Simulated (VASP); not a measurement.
A run of VASP 6.6.1:

The input POSCAR:

```
NaH
1.0
    3.9533072841      0.0000000000      0.0000000000
   -1.9766536420      3.4236645370      0.0000000000
    0.0000000000      0.0000000000      4.8283237770
Na H
2 2
Direct
    0.3333333333      0.6666666667      0.2500000000
    0.6666666667      0.3333333333      0.7500000000
    0.6666666667      0.3333333333      0.2500000000
    0.3333333333      0.6666666667      0.7500000000
```

Contents of INCAR.step1:

```
PREC     = Accurate       # precision mode
ENCUT    = 520            # plane-wave cutoff, eV
EDIFF    = 1E-5           # SCF threshold, eV
ISMEAR   = 0              # smearing method
SIGMA    = 0.01           # smearing width, eV
LREAL    = F              # projectors in reciprocal space
LASPH    = T              # aspherical terms in the spheres
NELM     = 80             # most SCF steps
ALGO     = Normal         # electronic algorithm
ISIF     = 2              # what is computed and relaxed
LWAVE    = T              # write WAVECAR
LCHARG   = F              # write CHGCAR
NBANDS   = 16             # bands
GGA      = PE             # functional
```

Contents of INCAR.step2:

```
PREC     = Accurate       # precision mode
ENCUT    = 520            # plane-wave cutoff, eV
EDIFF    = 1E-7           # SCF threshold, eV
ISMEAR   = 0              # smearing method
SIGMA    = 0.01           # smearing width, eV
LREAL    = F              # projectors in reciprocal space
LASPH    = T              # aspherical terms in the spheres
NELM     = 80             # most SCF steps
ALGO     = Normal         # electronic algorithm
ISIF     = 2              # what is computed and relaxed
LWAVE    = F              # write WAVECAR
LCHARG   = F              # write CHGCAR
GGA      = PE             # functional
LHFCALC  = T              # exact exchange
HFSCREEN = 0.2079         # screening, 1/A
PRECFOCK = Normal       
NBANDS   = 16             # bands
ISTART   = 1
```

KPOINTS

```
regular mesh
0
Gamma
  6 6 4
```

Potentials or basis: VASP PAW PBE potentials, release 64 (Na_pv, H).

The run is started by

```console
$ cat potpaw_PBE.64/Na_pv/POTCAR potpaw_PBE.64/H/POTCAR > POTCAR
$ cp INCAR.step1 INCAR
$ mpirun -np 1 vasp_std > vasp.out
$ cp INCAR.step2 INCAR
$ mpirun -np 1 vasp_std > vasp.out
```

Hardware: 1 thread of Intel(R) Xeon(R) Platinum 8488C (Sapphire Rapids), on a shared host.

Task: Estimate the wall time of this run.

Result: Run time: 32 min on 1 thread of Intel(R) Xeon(R) Platinum 8488C (Sapphire Rapids), with other jobs on the host, peak memory 0.3 GiB. Counts: k points 21.
